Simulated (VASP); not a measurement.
Runs of VASP 6.6.1 on TiIn2. The structure is that of space group P6/mmm (No. 191), or close to it. The cells are those of the table. 

```csv
task,spin,cell,k mesh,cutoff (eV),gap on the mesh (eV),pressure (GPa),relaxed volume (Å³/atom)
single point,off,"a = 4.940, b = 4.940, c = 3.021 Å, angles 90.0, 90.0, 120.0°, 3 atoms",6 × 6 × 6,520,none,-0.1,-
single point,off,"a = 4.147, b = 4.147, c = 4.587 Å, angles 90.0, 90.0, 120.0°, 3 atoms",6 × 6 × 4,520,none,14.7,-
single point,"collinear, ferromagnetic start","a = 4.940, b = 4.940, c = 3.021 Å, angles 90.0, 90.0, 120.0°, 3 atoms",6 × 6 × 6,520,none,(b),-
relaxation of cell and atoms,off,"relaxed from a = 5.057, b = 5.057, c = 2.907 Å, angles 90.0, 90.0, 120.0°, 3 atoms",6 × 6 × 6,600,none,0.3,(a)
relaxation of cell and atoms,off,"relaxed from a = 4.147, b = 4.147, c = 4.587 Å, angles 90.0, 90.0, 120.0°, 3 atoms",6 × 6 × 4,600,none,0.0,21.46
single point,off,"a = 5.057, b = 5.057, c = 2.907 Å, angles 90.0, 90.0, 120.0°, 3 atoms",6 × 6 × 4,520,none,0.0,-
```

Alike in all rows: level PBE; potentials or basis VASP PAW PBE potentials, release 64 (Ti_sv, In_d); smearing gaussian 0.1 eV.

Estimate the missing entries.

(a) 21.20; (b) 0.2.

Caveats: some runs use coarse meshes; spin-orbit coupling is left out, which moves the levels of the heavy elements.

A k mesh can miss the band edges, and the runs leave out spin-orbit coupling on In.

A gap of «none» marks levels without a gap at the run's occupations.
